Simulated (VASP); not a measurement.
Write the native input for VASP 6.6.1 that does the following.

```yaml
Task: single point
Functional: LDA
Potentials_or_basis: VASP PAW LDA potentials, release 64 (Sc_sv)
Cutoff: 520 eV
k_mesh: 6 × 6 × 6
Occupations: fermi-dirac, width 0.05 eV
Spin: no spin polarisation
Dipole_correction: no
Further_INCAR_settings: ALGO = Normal; EDIFF = 1e-07; NBANDS = 18
```

The structure of Sc lies in POSCAR:

```
Sc
1.0
    3.5742822125      0.0000000000      0.0000000000
    0.0000000000      3.5742822125      0.0000000000
    0.0000000000      0.0000000000      3.5742822125
Sc
2
Direct
    0.0000000000      0.0000000000      0.0000000000
    0.5000000000      0.5000000000      0.5000000000
```

These files were run (other wordings do the same):

INCAR

```
ALGO = Normal
EDIFF = 1E-7
ENCUT = 520
GGA = CA
ISIF = 2
ISMEAR = -1
LASPH = T
LCHARG = F
LREAL = F
LWAVE = F
NBANDS = 18
NELM = 100
PREC = Accurate
SIGMA = 0.05
```

KPOINTS

```
k-points
0
Gamma
  6 6 6
```

Potentials or basis: VASP PAW LDA potentials, release 64 (Sc_sv).

The run is started by

```sh
$ cat potpaw_LDA.64/Sc_sv/POTCAR > POTCAR
$ mpirun -np 1 vasp_std > vasp.out
```

It gave:

- Pressure: 0.1 GPa
- Band gap on the k mesh: zero (band 11 reaches 4.56 eV, above the bottom of band 12 at 3.80 eV)

Wall time 16 s on 1 thread of Intel(R) Xeon(R) Platinum 8259CL CPU @ 2.50GHz (Skylake/Cascade Lake), on a shared host, peak memory 0.14 GiB.
